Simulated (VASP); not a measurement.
# Ni in VASP: a series of runs, part 2 of 2

VASP 6.6.1. Earlier steps stand in the parts before.

### 4 Single point, PBE, collinear spin, ferromagnetic start

Input file INCAR:

```
SYSTEM = Ni
ALGO     = Normal         ! electronic algorithm
EDIFF    = 1E-6           ! SCF threshold, eV
ENCUT    = 520            ! plane-wave cutoff, eV
GGA      = PE             ! functional
ISIF     = 2              ! what is computed and relaxed
ISMEAR   = 0              ! smearing method
ISPIN    = 2              ! spin polarisation
LASPH    = .TRUE.         ! aspherical terms in the spheres
LCHARG   = .FALSE.        ! write CHGCAR
LMAXMIX  = 4              ! l up to which the mixer works
LORBIT   = 11             ! projections on sites
LREAL    = .FALSE.        ! projectors in reciprocal space
LWAVE    = .FALSE.        ! write WAVECAR
MAGMOM   = 0.75           ! initial moments
NBANDS   = 15             ! bands
NELM     = 150            ! most SCF steps
PREC     = Accurate       ! precision mode
SIGMA    = 0.15           ! smearing width, eV
```

Input file KPOINTS:

```
k-points
0
G
  22 22 22
  0 0 0
```

Input file POSCAR:

```
Ni
1.0
    0.0000000000      2.0404943109      1.5831421377
    1.6535040105      0.0000000000      1.5831421377
    1.6535040105      2.0404943109      0.0000000000
Ni
1
Direct
    0.0000000000      0.0000000000      0.0000000000
```

Started as:

```
> cat potpaw_PBE.64/Ni/POTCAR > POTCAR
> mpirun -np 1 vasp_std > vasp.out
```

Wall time 3.7 min (1 thread of Intel Xeon 6975P-C (Granite Rapids), shared host); peak memory 0.44 GiB.

The run converged. Its results:

- Free energy: -5.2874 eV
- Pressure: 9.2 GPa
- Net moment: 0.52 μB per cell
- Site moments: Ni +0.53 μB
- Valence electrons inside the program's atomic spheres: Ni 9.37

Stress tensor (GPa, compression positive):
```
 22.99   0.00   0.00
  0.00 -16.82   0.00
  0.00   0.00  21.51
```

Levels at points of the mesh, in eV from the Fermi level:
Spin up:
```csv
k point,band 2,band 3,band 4,band 5,band 6,band 7,band 8,band 9
"(0.00, 0.00, 0.00)",-3.30,-2.13,-1.73,-1.55,-0.53,24.99,25.00,28.81
"(0.50, 0.00, 0.00)",-3.02,-1.66,-0.63,-0.28,-0.09,6.21,17.87,23.83
"(0.50, 0.50, 0.00)",-4.03,-0.88,-0.54,0.29,5.20,12.25,13.08,13.28
"(0.50, 0.00, 0.50)",-4.17,-0.47,-0.38,-0.33,-0.30,5.69,19.17,19.36
"(0.00, 0.50, 0.50)",-3.86,-0.96,-0.65,0.31,3.95,10.99,14.44,14.48
```
Spin down:
```
           k point  band 2  band 3  band 4  band 5  band 6  band 7  band 8  band 9
(0.00, 0.00, 0.00)   -2.76   -1.64   -1.10   -0.96    0.05   24.89   24.90   28.85
(0.50, 0.00, 0.00)   -2.52   -1.11   -0.12    0.01    0.33    6.54   17.88   23.93
(0.50, 0.50, 0.00)   -3.57   -0.21    0.01    0.96    5.20   12.43   13.14   13.28
(0.50, 0.00, 0.50)   -3.67   -0.50    0.27    0.29    0.36    5.98   19.18   19.39
(0.00, 0.50, 0.50)   -3.36   -0.33   -0.12    0.98    3.94   11.20   14.46   14.50
```

Caveat: the cell differs from its parent crystal (strain +e along x and -e along y -0.1100, strain +e along z and -e/2 along x and y -0.1000); the cell stands under pressure.

### 5 Single point, PBE, collinear spin, ferromagnetic start

Input file INCAR:

```
ALGO = Normal
EDIFF = 1E-7
ENCUT = 520
GGA = PE
ISIF = 2
ISMEAR = 0
ISPIN = 2
LASPH = True
LCHARG = False
LMAXMIX = 4
LORBIT = 11
LREAL = False
LWAVE = False
MAGMOM = 0.75
NBANDS = 15
NELM = 150
PREC = Accurate
SIGMA = 0.15
```

Input file KPOINTS:

```
k-points
0
Gamma
  22 22 22
```

Input file POSCAR:

```
Ni
1.0
    0.0000000000      1.8909753312      1.4951897967
    1.8909753312      0.0000000000      1.4951897967
    1.8909753312      1.8909753312      0.0000000000
Ni
1
Direct
    0.0000000000      0.0000000000      0.0000000000
```

Potentials or basis: VASP PAW PBE potentials, release 64 (Ni).

Started as:

```
> cat potpaw_PBE.64/Ni/POTCAR > POTCAR
> mpirun -np 1 vasp_std > vasp.out
```

OUTCAR:

```text
EDIFF = 1E-7
   ENCUT = 520
   GGA = PE
   ISIF = 2
   ISMEAR = 0
   ISPIN = 2
   LASPH = True
   LORBIT = 11
   LREAL = False
   NELM = 150
   PREC = Accurate

 ion  position               nearest neighbor table
   1  0.000  0.000  0.000-

  LATTYP: Found a body centered tetragonal cell.
 ALAT       =     2.6742429595
 C/A-ratio  =     1.1182153749

  Lattice vectors:

 A1 = (   0.0000000000,  -1.8909753312,  -1.4951897967)
 A2 = (   0.0000000000,   1.8909753312,  -1.4951897967)
 A3 = (   1.8909753312,   0.0000000000,   1.4951897967)

Analysis of symmetry for initial positions (statically):
=====================================================================
 Subroutine PRICEL returns:
 Original cell was already a primitive cell.

 Routine SETGRP: Setting up the symmetry group for a
 body centered tetragonal supercell.

 Subroutine GETGRP returns: Found 16 space group operations
 (whereof 16 operations were pure point group operations)
 out of a pool of 16 trial point group operations.

The static configuration has the point symmetry D_4h.

Analysis of symmetry for dynamics (positions and initial velocities):
=====================================================================
 Subroutine PRICEL returns:
 Original cell was already a primitive cell.

 Routine SETGRP: Setting up the symmetry group for a
 body centered tetragonal supercell.

 Subroutine GETGRP returns: Found 16 space group operations
 (whereof 16 operations were pure point group operations)
 out of a pool of 16 trial point group operations.

The dynamic configuration has the point symmetry D_4h.

Analysis of structural, dynamic, and magnetic symmetry:
=====================================================================
 Subroutine PRICEL returns:
 Original cell was already a primitive cell.

 Routine SETGRP: Setting up the symmetry group for a
 body centered tetragonal supercell.

 Subroutine GETGRP returns: Found 16 space group operations
 (whereof 16 operations were pure point group operations)
 out of a pool of 16 trial point group operations.

The overall configuration has the point symmetry D_4h.

 Subroutine INISYM returns: Found 16 space group operations
 (whereof 16 operations are pure point group operations),
 and found     1 'primitive' translations

----------------------------------------------------------------------------------------

                                     Primitive cell

  volume of cell :      10.6930

  direct lattice vectors                    reciprocal lattice vectors
     0.000000000  1.890975331  1.495189797    -0.264413814  0.264413814  0.334405706
     1.890975331  0.000000000  1.495189797     0.264413814 -0.264413814  0.334405706
     1.890975331  1.890975331  0.000000000     0.264413814  0.264413814 -0.334405706

  length of vectors
     2.410680450  2.410680450  2.674242959     0.501653772  0.501653772  0.501653772

  position of ions in fractional coordinates (direct lattice)
     0.000000000  0.000000000  0.000000000

  ion indices of the primitive-cell ions
   primitive index   ion index
                 1           1

----------------------------------------------------------------------------------------

 KPOINTS: k-points

Automatic generation of k-mesh.
 Grid dimensions read from file:
 generate k-points for:   22   22   22

 Generating k-lattice:

[... 74 lines left out ...]
   EMIN   =  10.00;   EMAX   =-10.00  energy-range for DOS
   EFERMI =   0.00;   METHOD = LEGACY
   ISMEAR =     0;   SIGMA  =   0.15  broadening in eV -4-tet -1-fermi 0-gaus
   EFERMI_NEDOS =   21; number of points for ismear=-14 and -15
   IALGO  =     38    algorithm
   IMIX   =      4    mixing-type and parameters
     AMIX     =   0.40;   BMIX     =  1.00
     AMIX_MAG =   1.60;   BMIX_MAG =  1.00
  volume/ion in A,a.u.               =      10.69        72.16
  Fermi-wavevector in a.u.,A,eV,Ry     =   1.600942  3.025341 34.871921  2.563014
  Thomas-Fermi vector in A             =   2.697998
   LORBIT       =     11    0 simple, 1 ext, 2 COOP (PROOUT), +10 PAW based schemes
   GGA     = PE    functional components
   LHFCALC =     F    Hartree Fock is set to
   AEXX    =    0.0000 exact exchange contribution
   IVDW    =     0    specifies the selected vdW correction
   LEPSILON=     F    determine dielectric tensor
   LRPA    =     F    only Hartree local field effects (RPA)
 spin polarized calculation
 Gauss-broadening in eV      SIGMA  =   0.15
  energy-cutoff  :      520.00
  volume of cell :       10.69
 maximum number of plane-waves:       301
 NGX is ok and might be reduce to    18
   NGX =  9   NGY =  9   NGZ =  9

 number of electron      10.0000000 magnetization       0.7500000

 number of electron       9.9999990 magnetization       0.5634307

 Free energy of the ion-electron system (eV)
  ---------------------------------------------------
  ext. energy  EPLUGINS =         0.00000000
  ---------------------------------------------------
  free energy    TOTEN  =        -5.40074727 eV

  energy without entropy =       -5.38180899  energy(sigma->0) =       -5.39127813

 E-fermi :   9.5286     XC(G=0): -13.3538

 val. band max:        9.5281421272   @ k =  -0.2273   0.2273   0.0000
 cond. band min:       9.5287146740   @ k =  -0.0909   0.3182   0.2727
 fundamental gap:      0.0005725468
 Fermi energy:         9.5286002823

 spin component 1

 k-point     1 :       0.0000    0.0000    0.0000
  band No.  band energies     occupation
      1       0.4917      1.00000
      2       7.0157      1.00000
      3       7.0157      1.00000
      4       7.5556      1.00000
      5       8.1752      1.00000
      6       8.8058      1.00000
      7      34.6748      0.00000
      8      36.7385      0.00000
      9      36.7385      0.00000
     10      40.2263      0.00000
     11      40.4319      0.00000
     12      41.8070      0.00000
     13      41.8070      0.00000
     14      42.0954      0.00000
[... 403 lines left out ...]
      4       8.4610      1.00000
      5       9.3149      0.97805
      6       9.7200      0.03557
      7      16.1990      0.00000
      8      29.8083      0.00000
      9      30.6859      0.00000
     10      35.2442      0.00000
     11      37.8890      0.00000
     12      40.8012      0.00000
     13      49.4870      0.00000
     14      51.4940      0.00000
     15      55.0161      0.00000

 [... further k-points ...]

 spin component 2

 k-point     1 :       0.0000    0.0000    0.0000
  band No.  band energies     occupation
      1       0.4716      1.00000
      2       7.7148      1.00000
      3       7.7148      1.00000
      4       8.1649      1.00000
      5       8.7583      1.00000
      6       9.2730      0.99203
      7      34.5538      0.00000
      8      36.6521      0.00000
      9      36.6521      0.00000
     10      40.3318      0.00000
     11      40.4037      0.00000
     12      41.9598      0.00000
     13      41.9598      0.00000
     14      41.9949      0.00000
[... 403 lines left out ...]
      4       8.9566      1.00000
      5       9.9439      0.00005
      6      10.0592      0.00000
      7      16.5405      0.00000
      8      29.7352      0.00000
      9      30.7934      0.00000
     10      35.3426      0.00000
     11      37.9489      0.00000
     12      40.8349      0.00000
     13      49.4894      0.00000
     14      51.5826      0.00000
     15      56.1006      0.00000

 [... further k-points ...]

------------------------ aborting loop because EDIFF is reached ----------------------------------------

  FORCE on cell =-STRESS in cart. coord.  units (eV):
  Direction    XX          YY          ZZ          XY          YZ          ZX
  --------------------------------------------------------------------------------------
  -------------------------------------------------------------------------------------
  Total        0.1754657      0.1754657      0.6939312      0.0000000      0.0000000     -0.0000000
  in kB       26.2908634     26.2908634    103.9750083      0.0000000      0.0000000     -0.0000000
  external PRESSURE =      52.1855784 kB  Pullay stress =       0.0000000 kB

 VOLUME and BASIS-vectors are now :
 -----------------------------------------------------------------------------
  energy-cutoff  :      520.00
  volume of cell :       10.69
      direct lattice vectors                 reciprocal lattice vectors
     0.000000000  1.890975331  1.495189797    -0.264413814  0.264413814  0.334405706
     1.890975331  0.000000000  1.495189797     0.264413814 -0.264413814  0.334405706
     1.890975331  1.890975331  0.000000000     0.264413814  0.264413814 -0.334405706

 POSITION                                       TOTAL-FORCE (eV/Angst)
 -----------------------------------------------------------------------------------
      0.00000      0.00000      0.00000        -0.000000     -0.000000      0.000000
 -----------------------------------------------------------------------------------
    total drift:                                0.000000      0.000000      0.000000

  FREE ENERGIE OF THE ION-ELECTRON SYSTEM (eV)
  ---------------------------------------------------
  free  energy   TOTEN  =        -5.4007472670 eV

  energy  without entropy=       -5.3818089878  energy(sigma->0) =       -5.39127813

 total charge

# of ion       s       p       d       tot
------------------------------------------
    1        0.501   0.507   8.338   9.345

 magnetization (x)

# of ion       s       p       d       tot
------------------------------------------
    1       -0.005  -0.020   0.596   0.572
```

Wall time 2.3 min (1 thread of Intel Xeon 6975P-C (Granite Rapids), shared host); peak memory 0.3 GiB.

Results:

| Quantity | Value |
| --- | --- |
| Free energy | -5.4007 eV |
| Pressure | 5.2 GPa |
| Net moment | 0.56 μB per cell |
| Site moments | Ni +0.57 μB |
| Valence electrons inside the program's atomic spheres | Ni 9.35 |

Stress tensor (GPa, compression positive):
```
 2.63  0.00  0.00
 0.00  2.63  0.00
 0.00  0.00 10.40
```

Caveat: the cell differs from its parent crystal (strain +e along x and -e along y +0.0000, strain +e along z and -e/2 along x and y -0.1500); the cell stands under pressure.

### 6 Single point, PBE, collinear spin, ferromagnetic start

Input file INCAR:

```
SYSTEM = Ni
PREC = Accurate
ENCUT = 520
EDIFF = 1E-6
ISMEAR = 0
SIGMA = 0.15
LREAL = .FALSE.
LASPH = .TRUE.
NELM = 150
ALGO = Fast
ISIF = 2
LWAVE = .FALSE.
LCHARG = .TRUE.
ISPIN = 2
MAGMOM = 0.75
LORBIT = 11
LMAXMIX = 4
GGA = PE
LELF = .TRUE.
LVHAR = .TRUE.
NBANDS = 15
```

Input file KPOINTS:

```
Automatic mesh
0
G
  22 22 22
  0 0 0
```

Input file POSCAR:

```
Ni
1.0
    0.0000000000      1.6271183082      2.0229038427
    1.6271183082      0.0000000000      2.0229038427
    1.6271183082      1.6271183082      0.0000000000
Ni
1
Direct
    0.0000000000      0.0000000000      0.0000000000
```

Potentials or basis: VASP PAW PBE potentials, release 64 (Ni).

Started as:

```
> cat potpaw_PBE.64/Ni/POTCAR > POTCAR
> mpirun -np 1 vasp_std > vasp.out
```

Wall time 2.1 min (1 thread of Intel Xeon 6975P-C (Granite Rapids), shared host); peak memory 0.3 GiB.

It converged, with:

```yaml
Free_energy: -5.3119 eV
Pressure: 7.7 GPa
Net_moment: 0.54 μB per cell
Site_moments: Ni +0.55 μB
Valence_electrons_inside_the_program's_atomic_spheres: Ni 9.36
```

Stress tensor (GPa, compression positive):
```
 19.84   0.00   0.00
  0.00  19.84   0.00
  0.00   0.00 -16.44
```

Levels at points of the mesh, in eV from the Fermi level:
Spin up:
| k point | band 1 | band 2 | band 3 | band 4 | band 5 | band 6 | band 7 | band 8 | band 9 | band 10 |
| --- | --- | --- | --- | --- | --- | --- | --- | --- | --- | --- |
| (0.00, 0.00, 0.00) | -9.06 | -3.26 | -2.06 | -1.71 | -1.71 | -0.56 | 24.82 | 25.34 | 28.98 | 28.98 |
| (0.50, 0.00, 0.00) | -4.76 | -2.97 | -1.72 | -0.64 | -0.30 | -0.11 | 6.14 | 18.14 | 24.03 | 26.84 |
| (0.50, 0.50, 0.00) | -4.88 | -4.17 | -0.37 | -0.37 | -0.32 | -0.31 | 5.86 | 18.92 | 18.92 | 23.38 |
| (0.50, 0.00, 0.50) | -4.67 | -3.97 | -0.89 | -0.60 | 0.24 | 4.41 | 11.45 | 13.76 | 13.87 | 18.94 |
Spin down:
| k point | band 2 | band 3 | band 4 | band 5 | band 6 | band 7 | band 8 | band 9 |
| --- | --- | --- | --- | --- | --- | --- | --- | --- |
| (0.00, 0.00, 0.00) | -2.68 | -1.57 | -1.08 | -1.08 | 0.02 | 24.71 | 25.23 | 29.03 |
| (0.50, 0.00, 0.00) | -2.46 | -1.16 | -0.15 | 0.02 | 0.32 | 6.48 | 18.15 | 24.13 |
| (0.50, 0.50, 0.00) | -3.65 | -0.36 | 0.28 | 0.32 | 0.32 | 6.16 | 18.95 | 18.95 |
| (0.50, 0.00, 0.50) | -3.48 | -0.22 | -0.05 | 0.95 | 4.40 | 11.64 | 13.82 | 13.86 |

Caveat: the cell differs from its parent crystal (strain +e along x and -e along y +0.0000, strain +e along z and -e/2 along x and y +0.1500); the cell stands under pressure.

### 7 Overview

```tsv
cell	gap on the mesh (eV)	pressure (GPa)	moment (μB)
a = 2.580, b = 2.398, c = 2.494 Å, angles 63.6, 56.4, 60.0°, 1 atom	none	2.2	0.61
a = 2.643, b = 2.474, c = 2.370 Å, angles 66.1, 58.9, 55.1°, 1 atom	none	4.5	0.58
a = 2.583, b = 2.289, c = 2.626 Å, angles 63.0, 52.1, 64.9°, 1 atom	none	9.2	0.52
a = 2.411, b = 2.411, c = 2.674 Å, angles 56.3, 56.3, 67.4°, 1 atom	none	5.2	0.56
a = 2.596, b = 2.596, c = 2.301 Å, angles 63.7, 63.7, 52.6°, 1 atom	none	7.7	0.54
```

Alike in all rows: task single point; level PBE; potentials or basis VASP PAW PBE potentials, release 64 (Ni); spin collinear, ferromagnetic start; k mesh 22 × 22 × 22; cutoff (eV) 520; smearing gaussian 0.15 eV.

Caveats: the cell stands under pressure (at least some runs).

Total energies depend on the potentials used, so only differences within one code and one set of settings carry meaning.
